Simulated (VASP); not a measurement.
Input of a VASP 6.6.1 run:

Contents of INCAR:

```
  PREC = Accurate
  ENCUT = 600
  EDIFF = 1E-6
  ISMEAR = -1
  SIGMA = 0.01
  LREAL = F
  LASPH = T
  NELM = 120
  ALGO = Normal
  ISIF = 2
  LWAVE = F
  LCHARG = F
  GGA = PE
  NBANDS = 13
  GGA_COMPAT = F
```

Contents of KPOINTS:

```
Automatic mesh
0
Gamma
  3 3 2
```

The input POSCAR:

```
O
1.0
    2.7015000000     -1.7145000000      0.0000000000
    2.7015000000      1.7145000000      0.0000000000
   -1.9649900000      0.0000000000      3.7479900000
O
2
Direct
    0.0640000000      0.0640000000      0.1530000000
    0.9360000000      0.9360000000      0.8470000000
```

Potentials or basis: VASP PAW PBE potentials, release 64 (O).

Run with:

```sh
$ cat potpaw_PBE.64/O/POTCAR > POTCAR
$ mpirun -np 1 vasp_std > vasp.out
```

Task: What does it give for the pressure?

Result: 10.7 GPa.

Task: Predict the band gap on the k mesh.

Result: Zero (band 6 reaches -0.95 eV, above the bottom of band 7 at -1.45 eV).

Task: What does it give for the largest force?

Result: 7.896 eV/Å.

Stress tensor (GPa, compression positive):
```
-5.05  0.00  2.23
 0.00 -4.79  0.00
 2.23  0.00 41.79
```

Caveat: the k points lie up to 0.84 Å⁻¹ apart; the standard files for N, O and F lose accuracy on very short bonds; spin is off for a triplet molecule; forces of over 1 eV/Å act on the atoms, so gaps and moduli don't describe the material at rest.
